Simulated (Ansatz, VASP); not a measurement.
# Zr2Ta3O2: VASP beside Ansatz

```xyz
7
Lattice="2.7140 1.5670 4.6823 -2.7140 1.5670 4.6823 0.0000 -3.1339 4.6823" Properties=species:S:1:pos:R:3 pbc="T T T"
Zr    0.0000    0.0000    2.0111
Zr    0.0000    0.0000   12.0357
Ta    0.0000    1.5670    4.6823
Ta   -1.3570   -0.7835    4.6823
Ta    1.3570   -0.7835    4.6823
O     0.0000    0.0000    7.0234
O     0.0000    0.0000    0.0000
```

Alike in both runs: functional PBE; k mesh 4 × 4 × 4; occupations gaussian, width 0.2 eV; no spin polarisation.

Ansatz relaxed the structure, and its values are those at the end. VASP's run is a single point on that final structure, the one shown.

```csv
,VASP,Ansatz
version,VASP 6.6.1,Ansatz 0.2.0
potentials or method,"VASP PAW PBE potentials, release 64 (Zr_sv, Ta_pv, O), cutoff 600 eV","scalar-relativistic, plane waves, PAW"
valence electrons in the cell,69,75
```

Ansatz gave:

- gap on the k mesh at the Fermi level (eV): none
- pressure (GPa): 0.3
- rms of the force components (eV/Å): 0.003

Which values does VASP return?

gap on the k mesh at the Fermi level (eV): none; pressure (GPa): 0.4; rms of the force components (eV/Å): 0.014.

A gap of «none» marks a metal or a gap that the smearing closes. VASP's potentials hold 69 valence electrons a cell and Ansatz's 75, so a difference there can come from the potentials and not from the codes.

Neither program's run includes spin-orbit coupling.
